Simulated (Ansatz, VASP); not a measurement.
One calculation of NiO, two programs

```
CELL_PARAMETERS angstrom
0.00000 2.09131 2.09131
2.09131 0.00000 2.09131
2.09131 2.09131 0.00000
ATOMIC_POSITIONS crystal
Ni 0.00000 0.00000 0.00000
O 0.50000 0.50000 0.50000
```

Alike in both runs: task single point; functional PBEsol; k mesh 22 × 22 × 22; occupations gaussian, width 0.15 eV; collinear spin.

|  | VASP | Ansatz |
| --- | --- | --- |
| version | VASP 6.6.1 | Ansatz 0.2.0 |
| potentials or method | VASP PAW PBE potentials, release 64 (Ni, O), cutoff 520 eV | scalar-relativistic, plane waves, PAW |
| valence electrons in the cell | 16 | 24 |

Ansatz gave:

- gap on the k mesh at the Fermi level (eV): none
- pressure (GPa): -8.3
- net moment per atom (μB): 0.74
- size of the moment on the site where the two differ most (μB): 1.20

Problem. Which values does VASP return?

Solution. gap on the k mesh at the Fermi level (eV): none; pressure (GPa): -8.7; net moment per atom (μB): 0.70; size of the moment on the site where the two differ most (μB): 1.17.

VASP's potentials were made for PBE, not for PBEsol. Site moments also hang on the region over which each program counts them. A gap of «none» marks a metal or a gap that the smearing closes. VASP's potentials hold 16 valence electrons a cell and Ansatz's 24, so a difference there can come from the potentials and not from the codes.
